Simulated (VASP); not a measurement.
Set up this calculation in VASP 6.6.1, as the native input.

* Task: single point
* Functional: PBE
* Potentials or basis: VASP PAW PBE potentials, release 64 (V_sv)
* Cutoff: 520 eV
* k mesh: 20 × 20 × 20
* Occupations: gaussian, width 0.1 eV
* Spin: no spin polarisation
* Dipole correction: no
* Further INCAR settings: ALGO = Normal; EDIFF = 1e-06; NBANDS = 12

The structure of V lies in POSCAR:

```
V
1.0
   -1.4834721370      1.4834721370      1.4834721370
    1.4834721370     -1.4834721370      1.4834721370
    1.4834721370      1.4834721370     -1.4834721370
V
1
Direct
    0.0000000000      0.0000000000      0.0000000000
```

This cell differs from its parent crystal: volume scaled by 0.97.

One way to write it, as run:

INCAR

```
PREC     = Accurate       # precision mode
ENCUT    = 520            # plane-wave cutoff, eV
EDIFF    = 1E-6           # SCF threshold, eV
ISMEAR   = 0              # smearing method
SIGMA    = 0.1            # smearing width, eV
LREAL    = False          # projectors in reciprocal space
LASPH    = True           # aspherical terms in the spheres
NELM     = 80             # most SCF steps
ALGO     = Normal         # electronic algorithm
ISIF     = 2              # what is computed and relaxed
LWAVE    = False          # write WAVECAR
LCHARG   = True           # write CHGCAR
GGA      = PE             # functional
LELF     = True           # ELF
LVHAR    = True         
NBANDS   = 12             # bands
```

KPOINTS

```
regular mesh
0
Gamma
  20 20 20
```

Potentials or basis: VASP PAW PBE potentials, release 64 (V_sv).

Run with:

```sh
$ cat potpaw_PBE.64/V_sv/POTCAR > POTCAR
$ mpirun -np 1 vasp_std > vasp.out
```

Results of the run:

- Pressure: 6.1 GPa

Wall time 24 s on 1 thread of Intel Xeon 6975P-C, with other jobs on the host, peak memory 0.16 GiB.
